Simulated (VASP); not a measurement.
The system is AlNi.

```xyz
2
Lattice="2.8810 0.0000 0.0000 0.0000 2.8810 0.0000 0.0000 0.0000 2.8810" Properties=species:S:1:pos:R:3 pbc="T T T"
Al    0.0000    0.0000    0.0000
Ni    1.4405    1.4405    1.4405
```

- Program: VASP 6.6.1
- Task: relaxation of cell and atoms
- Functional: PBEsol
- Potentials or basis: VASP PAW PBE potentials, release 64 (Al, Ni)
- Cutoff: 600 eV
- k mesh: 16 × 16 × 16
- Occupations: fermi-dirac, width 0.05 eV
- Spin: no spin polarisation

At the start: pressure -3.2 GPa; volume 11.96 Å³/atom.

**Question.** How do energy, volume and symmetry change on relaxing?

**Answer.** Over 3 steps the energy falls by 2.3 meV/atom and the volume is 11.73 Å³/atom (-1.9 %); space group Pm-3m (No. 221, to 0.1 Å) before and after.

Step by step:
```csv
step,energy change (eV),largest force (eV/Å),pressure (GPa),volume (Å³)
1,0.0000,0.0000,-3.17,23.91
2,-0.0016,0.0000,2.73,23.10
3,-0.0046,0.0000,0.00,23.46
```

Final structure:
```
Al Ni
1.0
     2.86272    0.00000    0.00000
     0.00000    2.86272    0.00000
     0.00000    0.00000    2.86272
Al Ni
1 1
Direct
  0.00000 0.00000 0.00000
  0.50000 0.50000 0.50000
```

Caveat: the PAW data sets were made with another functional, which shifts forces and pressure a little.
